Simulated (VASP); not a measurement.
# MgO (P3m1) in VASP: notebook, part 2 of 2

VASP 6.6.1. Earlier steps stand in the parts before.

**3. Single point, PBEsol**

INCAR

```
SYSTEM = MgO
PREC = Accurate ; ENCUT = 520
EDIFF = 1E-7 ; ISMEAR = 0
SIGMA = 0.05 ; LREAL = .False.
LASPH = .True. ; NELM = 100
ALGO = Normal ; ISIF = 2
LWAVE = .False. ; LCHARG = .False.
GGA = PS ; NBANDS = 11
```

KPOINTS

```
Automatic mesh
0
Gamma
  9 9 8
  0 0 0
```

POSCAR

```
MgO
1.0
    2.9380209034      0.0000000000      0.0000000000
   -1.4690104517      2.5444007392      0.0000000000
    0.0000000000      0.0000000000      2.6796800000
Mg O
1 1
Direct
    0.0000000000      0.0000000000      0.0000000000
    0.3333333333      0.6666666667      0.4860057917
```

Potentials or basis: VASP PAW PBE potentials, release 64 (Mg, O).

Command:

```bash
$ cat potpaw_PBE.64/Mg/POTCAR potpaw_PBE.64/O/POTCAR > POTCAR
$ mpirun -np 1 vasp_std > vasp.out
```

OUTCAR:

```text
SYSTEM = MgO
   PREC = Accurate
   ENCUT = 520
   EDIFF = 1E-7
   ISMEAR = 0
   LREAL = .False.
   LASPH = .True.
   NELM = 100
   ISIF = 2
   GGA = PS

 ion  position               nearest neighbor table
   1  0.000  0.000  0.000-   2 2.14   2 2.14   2 2.14   2 2.19   2 2.19   2 2.19
   2  0.333  0.667  0.486-   1 2.14   1 2.14   1 2.14   1 2.19   1 2.19   1 2.19

  LATTYP: Found a hexagonal cell.
 ALAT       =     2.9380209034
 C/A-ratio  =     0.9120697531

  Lattice vectors:

 A1 = (   2.9380209034,   0.0000000000,   0.0000000000)
 A2 = (  -1.4690104517,   2.5444007392,   0.0000000000)
 A3 = (   0.0000000000,   0.0000000000,   2.6796800000)

Analysis of symmetry for initial positions (statically):
=====================================================================
 Subroutine PRICEL returns:
 Original cell was already a primitive cell.

 Routine SETGRP: Setting up the symmetry group for a
 hexagonal supercell.

 Subroutine GETGRP returns: Found  6 space group operations
 (whereof  6 operations were pure point group operations)
 out of a pool of 24 trial point group operations.

The static configuration has the point symmetry C_3v.

Analysis of symmetry for dynamics (positions and initial velocities):
=====================================================================
 Subroutine PRICEL returns:
 Original cell was already a primitive cell.

 Routine SETGRP: Setting up the symmetry group for a
 hexagonal supercell.

 Subroutine GETGRP returns: Found  6 space group operations
 (whereof  6 operations were pure point group operations)
 out of a pool of 24 trial point group operations.

The dynamic configuration has the point symmetry C_3v.

 Subroutine INISYM returns: Found  6 space group operations
 (whereof  6 operations are pure point group operations),
 and found     1 'primitive' translations

----------------------------------------------------------------------------------------
[... 120 lines left out ...]
   AEXX    =    0.0000 exact exchange contribution
   IVDW    =     0    specifies the selected vdW correction
   LEPSILON=     F    determine dielectric tensor
   LRPA    =     F    only Hartree local field effects (RPA)
 non-spin polarized calculation
 Gauss-broadening in eV      SIGMA  =   0.05
  energy-cutoff  :      520.00
  volume of cell :       20.03
 maximum number of plane-waves:       562
 NGX is ok and might be reduce to    24
   NGX = 11   NGY = 11   NGZ =  9

 number of electron       8.0000000 magnetization

 Free energy of the ion-electron system (eV)
  ---------------------------------------------------
  ext. energy  EPLUGINS =         0.00000000
  ---------------------------------------------------
  free energy    TOTEN  =       -11.81406410 eV

  energy without entropy =      -11.81406410  energy(sigma->0) =      -11.81406410

 E-fermi :   3.4639     XC(G=0): -10.9538

 val. band max:        3.1854920541   @ k =   0.3333   0.3333   0.0000
 cond. band min:       6.1039856942   @ k =   0.0000   0.0000   0.0000
 fundamental gap:      2.9184936401
 Fermi energy:         3.4639166267

 k-point     1 :       0.0000    0.0000    0.0000
  band No.  band energies     occupation
      1     -14.1893      2.00000
      2       2.5740      2.00000
      3       2.5740      2.00000
      4       2.7774      2.00000
      5       6.1040      0.00000
      6      14.8864      0.00000
      7      18.6325      0.00000
      8      18.6325      0.00000
      9      22.7458      0.00000
     10      24.0381      0.00000
     11      25.5638      0.00000
[... 309 lines left out ...]
 k-point    24 :      -0.1111    0.3333    0.1250
  band No.  band energies     occupation
      1     -13.4340      2.00000
      2      -0.2536      2.00000
      3       1.9218      2.00000
      4       2.2364      2.00000
      5       9.4715      0.00000
      6      13.8942      0.00000
      7      17.2878      0.00000
      8      19.2154      0.00000
      9      21.6788      0.00000
     10      24.1025      0.00000
     11      27.1153      0.00000

 [... further k-points ...]

------------------------ aborting loop because EDIFF is reached ----------------------------------------

  FORCE on cell =-STRESS in cart. coord.  units (eV):
  Direction    XX          YY          ZZ          XY          YZ          ZX
  --------------------------------------------------------------------------------------
  -------------------------------------------------------------------------------------
  Total       -0.5193141     -0.5193141     -0.5483241      0.0000000      0.0000000      0.0000000
  in kB      -41.5352978    -41.5352978    -43.8555529      0.0000000      0.0000000      0.0000000
  external PRESSURE =     -42.3087162 kB  Pullay stress =       0.0000000 kB

 VOLUME and BASIS-vectors are now :
 -----------------------------------------------------------------------------
  energy-cutoff  :      520.00
  volume of cell :       20.03
      direct lattice vectors                 reciprocal lattice vectors
     2.938020903  0.000000000  0.000000000     0.340365175  0.196509926  0.000000000
    -1.469010452  2.544400739  0.000000000     0.000000000  0.393019851  0.000000000
     0.000000000  0.000000000  2.679680000     0.000000000  0.000000000  0.373178887

 POSITION                                       TOTAL-FORCE (eV/Angst)
 -----------------------------------------------------------------------------------
      0.00000      0.00000      0.00000         0.000000      0.000000     -0.127547
     -0.00000      1.69627      1.30234        -0.000000      0.000000      0.127547
 -----------------------------------------------------------------------------------
    total drift:                                0.000000     -0.000000      0.000112

  FREE ENERGIE OF THE ION-ELECTRON SYSTEM (eV)
  ---------------------------------------------------
  free  energy   TOTEN  =       -11.8140641010 eV

  energy  without entropy=      -11.8140641010  energy(sigma->0) =      -11.81406410
```

stdout:

```text
POSCAR found type information on POSCAR MgO
 POSCAR found :  2 types and       2 ions
 scaLAPACK will be used
 -----------------------------------------------------------------------------
|                                                                             |
|                                                                             |
|     You enforced a specific xc type in the INCAR file but a different       |
|     I HOPE YOU KNOW WHAT YOU ARE DOING!                                     |
|                                                                             |
 -----------------------------------------------------------------------------

 LDA part: xc-table for (Slater+PW92), standard interpolation
 POSCAR, INCAR and KPOINTS ok, starting setup
 FFT: planning ... GRIDC
 FFT: planning ... GRID_SOFT
 FFT: planning ... GRID
 WAVECAR not read
 entering main loop
```

It took 11 s on 1 thread of Intel Xeon Platinum 8375C at 2.90GHz (Ice Lake), shared host; peak memory 0.14 GiB.

What came out:

- Free energy: -11.8141 eV
- Pressure: -4.2 GPa
- Largest force: 0.128 eV/Å
- Band gap on the k mesh: 2.92 eV, indirect (least direct gap 3.33 eV)

Forces in eV/Å, atoms in the order of the input:
```
Mg   0.000  0.000 -0.128
O    0.000  0.000  0.128
```

Caveat: the cell differs from its parent crystal (all O atoms moved +0.037 Å, as atom 2 towards its neighbour atom 2 (O) at 2.680 Å); the PAW data sets were made with another functional, which shifts forces and pressure a little. A k mesh can miss the band edges.
